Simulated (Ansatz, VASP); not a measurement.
## Ta in VASP and in Ansatz

```
CELL_PARAMETERS angstrom
-1.62705 1.62705 1.70082
1.62705 -1.62705 1.70082
1.62705 1.62705 -1.70082
ATOMIC_POSITIONS crystal
Ta 0.00000 0.00000 0.00000
```

Change from the starting cell: z stretched by +3 % at fixed volume, crystal datasets.

Alike in both runs: task electric field gradients; functional PBE; k mesh 17 × 17 × 17; occupations fermi-dirac, width 0.08 eV; no spin polarisation.

```csv
,VASP,Ansatz
version,VASP 6.6.1,Ansatz 0.2.0
potentials or method,"VASP PAW PBE potentials, release 64 (Ta_pv), cutoff 520 eV","all-electron PAW with datasets made for the crystal, scalar-relativistic"
```

VASP gave:

* pressure (GPa): 3.5
* traceless stress, the component that is largest in VASP (GPa): -3.20
* size of Vzz on the site where it differs most (V/Å²): 32.1

Which values does Ansatz return?

Pressure (GPa): 3.3; traceless stress, the component that is largest in VASP (GPa): -3.21; size of Vzz on the site where it differs most (V/Å²): 33.4.

Ansatz ran all-electron here, and VASP with PAW potentials.

Neither program's run includes spin-orbit coupling.
